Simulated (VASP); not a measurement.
# Ge (Im-3m) in VASP: a series of runs

Runs on Ge. Level: PBE. Tasks: relaxation of cell and atoms, single point.

All numbers are computed with VASP 6.6.1; they aren't measurements. Logs are shortened: lines on timing, memory, paths and dates and some standing lists are left out, and cuts for length are marked.

## 1. The cell of the first run

Symmetry: Im-3m, No. 229, cubic system. Conventional cell: a = 3.362 Å, b = 3.362 Å, c = 3.362 Å, α = 90.00°, β = 90.00°, γ = 90.00°. Within 3.8 Å of Ge (site symmetry m-3m) lie 14 Ge at 2.91 to 3.36 Å.

This isn't the form of Ge at room conditions, which is diamond.

## 2. Relaxation of cell and atoms, PBE

INCAR reads:

```
PREC = Accurate
ENCUT = 600
EDIFF = 1E-6
ISMEAR = -1
SIGMA = 0.05
LREAL = F
LASPH = T
NELM = 80
ALGO = Normal
ISIF = 3
LWAVE = F
LCHARG = F
GGA = PE
IBRION = 2
NSW = 60
EDIFFG = -0.005
```

KPOINTS reads:

```
regular mesh
0
Gamma
  17 17 17
```

POSCAR reads:

```
Ge
1.0
   -1.6809877034      1.6809877034      1.6809877034
    1.6809877034     -1.6809877034      1.6809877034
    1.6809877034      1.6809877034     -1.6809877034
Ge
1
Direct
    0.0000000000      0.0000000000      0.0000000000
```

Potentials or basis: VASP PAW PBE potentials, release 64 (Ge_d).

Launch:

```bash
cat potpaw_PBE.64/Ge_d/POTCAR > POTCAR
mpirun -np 1 vasp_std > vasp.out
```

OUTCAR:

```text
PREC = Accurate
   ENCUT = 600
   EDIFF = 1E-6
   ISMEAR = -1
   LREAL = F
   LASPH = T
   NELM = 80
   ISIF = 3
   GGA = PE
   IBRION = 2
   NSW = 60
   EDIFFG = -0.005

 ion  position               nearest neighbor table
   1  0.000  0.000  0.000-

  LATTYP: Found a body centered cubic cell.
 ALAT       =     3.3619754068

  Lattice vectors:

 A1 = (  -1.6809877034,   1.6809877034,   1.6809877034)
 A2 = (   1.6809877034,  -1.6809877034,   1.6809877034)
 A3 = (   1.6809877034,   1.6809877034,  -1.6809877034)

Analysis of symmetry for initial positions (statically):
=====================================================================
 Subroutine PRICEL returns:
 Original cell was already a primitive cell.

 Routine SETGRP: Setting up the symmetry group for a
 body centered cubic supercell.

 Subroutine GETGRP returns: Found 48 space group operations
 (whereof 48 operations were pure point group operations)
 out of a pool of 48 trial point group operations.

The static configuration has the point symmetry O_h .

Analysis of symmetry for dynamics (positions and initial velocities):
=====================================================================
 Subroutine PRICEL returns:
 Original cell was already a primitive cell.

 Routine SETGRP: Setting up the symmetry group for a
 body centered cubic supercell.

 Subroutine GETGRP returns: Found 48 space group operations
 (whereof 48 operations were pure point group operations)
 out of a pool of 48 trial point group operations.

The dynamic configuration has the point symmetry O_h .

 Subroutine INISYM returns: Found 48 space group operations
 (whereof 48 operations are pure point group operations),
 and found     1 'primitive' translations

----------------------------------------------------------------------------------------

                                     Primitive cell

  volume of cell :      19.0000

  direct lattice vectors                    reciprocal lattice vectors
    -1.680987703  1.680987703  1.680987703     0.000000000  0.297444175  0.297444175
     1.680987703 -1.680987703  1.680987703     0.297444175  0.000000000  0.297444175
     1.680987703  1.680987703 -1.680987703     0.297444175  0.297444175  0.000000000

  length of vectors
     2.911556109  2.911556109  2.911556109     0.420649586  0.420649586  0.420649586

  position of ions in fractional coordinates (direct lattice)
     0.000000000  0.000000000  0.000000000

  ion indices of the primitive-cell ions
   primitive index   ion index
                 1           1

----------------------------------------------------------------------------------------

 KPOINTS: regular mesh

Automatic generation of k-mesh.
 Grid dimensions read from file:
 generate k-points for:   17   17   17

 Generating k-lattice:

  Cartesian coordinates                     Fractional coordinates (reciprocal lattice)
     0.000000000  0.017496716  0.017496716     0.058823529  0.000000000  0.000000000
     0.017496716  0.000000000  0.017496716     0.000000000  0.058823529  0.000000000
     0.017496716  0.017496716  0.000000000     0.000000000  0.000000000  0.058823529

  Length of vectors
     0.024744093  0.024744093  0.024744093

  Shift w.r.t. Gamma in fractional coordinates (k-lattice)
     0.000000000  0.000000000  0.000000000

 Subroutine IBZKPT returns following result:
 ===========================================
[... 49 lines left out ...]
   LREAL  =      F    real-space projection
   EDIFFG = -.5E-02   stopping-criterion for IOM
   NSW    =     60    number of steps for IOM
   IBRION =      2    ionic relax: 0-MD 1-quasi-New 2-CG
   NFREE  =      1    steps in history (QN), initial steepest desc. (CG)
   ISIF   =      3    stress and relaxation
   ISYM   =      2    0-nonsym 1-usesym 2-fastsym
   POTIM  = 0.5000    time-step for ionic-motion
   TEBEG  =    0.0;   TEEND  =   0.0 temperature during run
   PSTRESS=    0.0 pullay stress
   NELECT =      14.0000    total number of electrons
   NUPDOWN=      -1.0000    fix difference up-down
   EMIN   =  10.00;   EMAX   =-10.00  energy-range for DOS
   EFERMI =   0.00;   METHOD = LEGACY
   ISMEAR =    -1;   SIGMA  =   0.05  broadening in eV -4-tet -1-fermi 0-gaus
   EFERMI_NEDOS =   21; number of points for ismear=-14 and -15
   IALGO  =     38    algorithm
   IMIX   =      4    mixing-type and parameters
     AMIX     =   0.40;   BMIX     =  1.00
     AMIX_MAG =   1.60;   BMIX_MAG =  1.00
  volume/ion in A,a.u.               =      19.00       128.22
  Fermi-wavevector in a.u.,A,eV,Ry     =   1.478653  2.794249 29.747983  2.186415
  Thomas-Fermi vector in A             =   2.592908
   LORBIT       =      0    0 simple, 1 ext, 2 COOP (PROOUT), +10 PAW based schemes
   GGA     = PE    functional components
   LHFCALC =     F    Hartree Fock is set to
   AEXX    =    0.0000 exact exchange contribution
   IVDW    =     0    specifies the selected vdW correction
   LEPSILON=     F    determine dielectric tensor
   LRPA    =     F    only Hartree local field effects (RPA)
 conjugate gradient relaxation of ions
 non-spin polarized calculation
  energy-cutoff  :      600.00
  volume of cell :       19.00
 maximum number of plane-waves:       652
   NGX = 11   NGY = 11   NGZ = 11

--------------------------------------- Ionic step        1  -------------------------------------------

 number of electron      14.0000001 magnetization

 Free energy of the ion-electron system (eV)
  ---------------------------------------------------
  ext. energy  EPLUGINS =         0.00000000
  ---------------------------------------------------
  free energy    TOTEN  =        -4.18171233 eV

  energy without entropy =       -4.17852280  energy(sigma->0) =       -4.18011756

------------------------ aborting loop because EDIFF is reached ----------------------------------------

  FORCE on cell =-STRESS in cart. coord.  units (eV):
  Direction    XX          YY          ZZ          XY          YZ          ZX
  --------------------------------------------------------------------------------------
  -------------------------------------------------------------------------------------
  Total        0.0513245      0.0513245      0.0513245     -0.0000000      0.0000000     -0.0000000
  in kB        4.3279412      4.3279412      4.3279412     -0.0000000      0.0000000     -0.0000000
  external PRESSURE =       4.3279412 kB  Pullay stress =       0.0000000 kB

 VOLUME and BASIS-vectors are now :
 -----------------------------------------------------------------------------
  energy-cutoff  :      600.00
  volume of cell :       19.00
      direct lattice vectors                 reciprocal lattice vectors
    -1.680987703  1.680987703  1.680987703     0.000000000  0.297444175  0.297444175
     1.680987703 -1.680987703  1.680987703     0.297444175  0.000000000  0.297444175
     1.680987703  1.680987703 -1.680987703     0.297444175  0.297444175  0.000000000

 POSITION                                       TOTAL-FORCE (eV/Angst)
 -----------------------------------------------------------------------------------
      0.00000      0.00000      0.00000        -0.000000     -0.000000     -0.000000
 -----------------------------------------------------------------------------------
    total drift:                               -0.000000      0.000000      0.000000

  FREE ENERGIE OF THE ION-ELECTRON SYSTEM (eV)
  ---------------------------------------------------
  free  energy   TOTEN  =        -4.1817123338 eV

  energy  without entropy=       -4.1785227957  energy(sigma->0) =       -4.18011756

--------------------------------------- Ionic step        2  -------------------------------------------

 number of electron      13.9999997 magnetization

 Free energy of the ion-electron system (eV)
  ---------------------------------------------------
  ext. energy  EPLUGINS =         0.00000000
  ---------------------------------------------------
  free energy    TOTEN  =        -4.18197441 eV

  energy without entropy =       -4.17859896  energy(sigma->0) =       -4.18028668

 E-fermi :   6.6313     XC(G=0): -11.2310

 val. band max:        6.6056299287   @ k =  -0.4118   0.4118   0.4118
 cond. band min:       6.6538441208   @ k =   0.2353   0.2353   0.1765
 fundamental gap:      0.0482141921
 Fermi energy:         6.6312760215

 k-point     1 :       0.0000    0.0000    0.0000
  band No.  band energies     occupation
      1     -18.1309      2.00000
      2     -18.1309      2.00000
      3     -18.1309      2.00000
      4     -18.0485      2.00000
      5     -18.0485      2.00000
      6      -6.4110      2.00000
      7      15.6384      0.00000
      8      15.6384      0.00000
      9      15.6384      0.00000
     10      21.4654      0.00000
     11      21.4654      0.00000
[... 309 lines left out ...]
 k-point    24 :       0.1765    0.1765    0.0000
  band No.  band energies     occupation
      1     -18.1398      2.00000
      2     -18.1168      2.00000
      3     -18.0626      2.00000
      4     -18.0550      2.00000
      5     -18.0456      2.00000
      6      -3.9832      2.00000
      7       7.6376      0.00000
      8       9.5496      0.00000
      9      12.9710      0.00000
     10      18.4167      0.00000
     11      19.4728      0.00000

 [... further k-points ...]

------------------------ aborting loop because EDIFF is reached ----------------------------------------

  FORCE on cell =-STRESS in cart. coord.  units (eV):
  Direction    XX          YY          ZZ          XY          YZ          ZX
  --------------------------------------------------------------------------------------
  -------------------------------------------------------------------------------------
  Total        0.0018245      0.0018245      0.0018245     -0.0000000      0.0000000      0.0000000
  in kB        0.1527101      0.1527101      0.1527101     -0.0000000      0.0000000      0.0000000
  external PRESSURE =       0.1527101 kB  Pullay stress =       0.0000000 kB

 VOLUME and BASIS-vectors are now :
 -----------------------------------------------------------------------------
  energy-cutoff  :      600.00
  volume of cell :       19.14
      direct lattice vectors                 reciprocal lattice vectors
    -1.685149876  1.685149876  1.685149876     0.000000000  0.296709514  0.296709514
     1.685149876 -1.685149876  1.685149876     0.296709514  0.000000000  0.296709514
     1.685149876  1.685149876 -1.685149876     0.296709514  0.296709514  0.000000000

 POSITION                                       TOTAL-FORCE (eV/Angst)
 -----------------------------------------------------------------------------------
      1.68515      1.68515      1.68515         0.000000     -0.000000     -0.000000
 -----------------------------------------------------------------------------------
    total drift:                               -0.000000     -0.000000      0.000000

  FREE ENERGIE OF THE ION-ELECTRON SYSTEM (eV)
  ---------------------------------------------------
  free  energy   TOTEN  =        -4.1819744108 eV

  energy  without entropy=       -4.1785989551  energy(sigma->0) =       -4.18028668

 reached required accuracy - stopping structural energy minimisation
```

It took 28 s on 1 thread of Intel Xeon Platinum 8259CL at 2.50GHz (Skylake/Cascade Lake), shared host; peak memory 0.17 GiB.

Results:

- Free energy: -4.1820 eV
- Relaxed volume: 19.14 Å³/atom
- Relaxed cell: a = 2.919 Å, b = 2.919 Å, c = 2.919 Å, α = 109.47°, β = 109.47°, γ = 109.47°
- Space group after relaxing (to 0.1 Å): Im-3m (No. 229)
- Energy gained by relaxing: 0.3 meV/atom
- Ionic steps: 2
- Pressure after relaxing: 0.0 GPa
- Band gap on the k mesh: zero (bands 7 and 8 overlap by 11.94 eV)

The path:
```
step  energy change (eV)  largest force (eV/Å)  pressure (GPa)  volume (Å³)
   1              0.0000                0.0000            0.43        19.00
   2             -0.0003                0.0000            0.02        19.14
```

Final structure:
```xyz
1
Lattice="-1.6851 1.6851 1.6851 1.6851 -1.6851 1.6851 1.6851 1.6851 -1.6851" Properties=species:S:1:pos:R:3 pbc="T T T"
Ge    1.6852    1.6852    1.6852
```

## 3. Single point, PBE (15.37 Å³/atom)

This run uses another cell than the first one, of 15.37 Å³/atom.

INCAR reads:

```
SYSTEM = Ge
PREC = Accurate ; ENCUT = 520
EDIFF = 1E-6 ; ISMEAR = -1
SIGMA = 0.05 ; LREAL = .False.
LASPH = .True. ; NELM = 80
ALGO = Normal ; ISIF = 2
LWAVE = .False. ; LCHARG = .False.
GGA = PE ; NBANDS = 13
```

KPOINTS reads:

```
regular mesh
0
Gamma
  17 17 17
  0 0 0
```

POSCAR reads:

```
Ge
1.0
   -1.5663039239      1.5663039239      1.5663039239
    1.5663039239     -1.5663039239      1.5663039239
    1.5663039239      1.5663039239     -1.5663039239
Ge
1
Direct
    0.0000000000      0.0000000000      0.0000000000
```

Potentials or basis: VASP PAW PBE potentials, release 64 (Ge_d).

Launch:

```bash
cat potpaw_PBE.64/Ge_d/POTCAR > POTCAR
mpirun -np 1 vasp_std > vasp.out
```

It took 38 s on 1 thread of Intel Xeon 8259CL, shared host; peak memory 0.14 GiB.

It converged, with:

* Free energy: -3.9477 eV
* Pressure: 24.2 GPa
* Band gap on the k mesh: zero (bands 7 and 8 overlap by 15.38 eV)

Levels at points of the mesh, in eV from the Fermi level:
```csv
k point,band 3,band 4,band 5,band 6,band 7,band 8,band 9,band 10,band 11,band 12
"(0.00, 0.00, 0.00)",-24.85,-24.70,-24.70,-15.02,11.57,11.57,11.57,16.69,16.69,16.69
```

Caveat: the cell stands under pressure.

## 4. Single point, PBE

This run uses another cell than the first one, of 15.39 Å³/atom.

INCAR reads:

```
PREC = Accurate
ENCUT = 520
EDIFF = 1E-6
ISMEAR = -1
SIGMA = 0.05
LREAL = False
LASPH = True
NELM = 100
ALGO = Normal
ISIF = 2
LWAVE = False
LCHARG = True
GGA = PE
LELF = True
LVHAR = True
NBANDS = 13
```

KPOINTS reads:

```
Automatic mesh
0
Gamma
  17 17 17
```

POSCAR reads:

```
Ge
1.0
   -1.5669888885      1.5669888885      1.5669888885
    1.5669888885     -1.5669888885      1.5669888885
    1.5669888885      1.5669888885     -1.5669888885
Ge
1
Direct
    0.0000000000      0.0000000000      0.0000000000
```

Launch:

```bash
cat potpaw_PBE.64/Ge_d/POTCAR > POTCAR
mpirun -np 1 vasp_std > vasp.out
```

Wall time 39 s (1 thread of Intel Xeon 8259CL, shared host); peak memory 0.15 GiB.

It converged, with:

```
Free energy            : -3.9507 eV
Pressure               : 23.9 GPa
Band gap on the k mesh : zero (bands 7 and 8 overlap by 15.36 eV)
```

Levels at points of the mesh, in eV from the Fermi level:
| k point | band 4 | band 5 | band 6 | band 7 | band 8 | band 9 | band 10 | band 11 |
| --- | --- | --- | --- | --- | --- | --- | --- | --- |
| (0.00, 0.00, 0.00) | -24.70 | -24.70 | -15.01 | 11.55 | 11.55 | 11.55 | 16.68 | 16.68 |

Caveat: the cell stands under pressure.

## 5. Overview

```csv
task,cell,cutoff (eV),gap on the mesh (eV),pressure (GPa)
relaxation of cell and atoms,"relaxed from a = 2.912 Å, angles 109.5°, 1 atom",600,none,0.0
single point,"a = 2.713 Å, angles 109.5°, 1 atom",520,none,24.2
single point,"a = 2.714 Å, angles 109.5°, 1 atom",520,none,23.9
```

Alike in all rows: level PBE; potentials or basis VASP PAW PBE potentials, release 64 (Ge_d); no spin polarisation; k mesh 17 × 17 × 17; smearing fermi-dirac 0.05 eV.

Caveats: the cell stands under pressure (at least some runs).

Absolute energies hang on the potentials; compare differences alone.
